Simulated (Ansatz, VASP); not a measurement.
**Two plane-wave programs on SnTe**

File INCAR:

```
ALGO     = Normal         # electronic algorithm
EDIFF    = 1E-7           # SCF threshold, eV
ENCUT    = 520            # plane-wave cutoff, eV
GGA      = PE             # functional
ISIF     = 2              # what is computed and relaxed
ISMEAR   = 1              # smearing method
LASPH    = T              # aspherical terms in the spheres
LCHARG   = F              # write CHGCAR
LREAL    = F              # projectors in reciprocal space
LWAVE    = F              # write WAVECAR
NBANDS   = 17             # bands
NELM     = 80             # most SCF steps
PREC     = Accurate       # precision mode
SIGMA    = 0.05           # smearing width, eV
```

File KPOINTS:

```
k-points
0
Gamma
  4 4 4
```

Contents of POSCAR:

```
SnTe
1.0
    3.8918236295      0.0000000000      0.0000000000
    0.0000000000      3.8918236295      0.0000000000
    0.0000000000      0.0000000000      3.8918236295
Sn Te
1 1
Direct
    0.0000000000      0.0000000000      0.0000000000
    0.5000000000      0.5000000000      0.5000000000
```

Input for Ansatz:

```yaml
crystal:
  lattice:
    - [3.8918236295, 0.0, 0.0]
    - [0.0, 3.8918236295, 0.0]
    - [0.0, 0.0, 3.8918236295]
  atoms:
    - { symbol: Sn, position: [0.0, 0.0, 0.0] }
    - { symbol: Te, position: [0.5, 0.5, 0.5] }
kpoints:
  mp_grid: { grid: [4, 4, 4] }
hamiltonian:
  xc: pbe
scf:
  occupations: { method: methfessel_paxton, width: 0.05 }
  n_extra_bands: 4
output:
  forces: true
  stress: true
  eigenvalues: true
```

Alike in both runs: task single point; functional PBE; k mesh 4 × 4 × 4; occupations methfessel-paxton of order 1, width 0.05 eV; no spin polarisation.

|  | VASP | Ansatz |
| --- | --- | --- |
| version | VASP 6.6.1 | Ansatz 0.2.0 |
| potentials or method | VASP PAW PBE potentials, release 64 (Sn_d, Te) | plane waves |
| plane-wave cutoff (eV) | 520 | 420 |
| valence electrons in the cell | 20 | 30 |

VASP gave:

| Item | Value |
| --- | --- |
| pressure (GPa) | -0.3 |

Q: Estimate Ansatz's values.

A: Pressure (GPa): -0.2.

VASP's potentials hold 20 valence electrons a cell and Ansatz's 30, so a difference there can come from the potentials and not from the codes.

The k mesh is coarse, so the values compare programs but aren't converged. Spin-orbit coupling is off throughout.
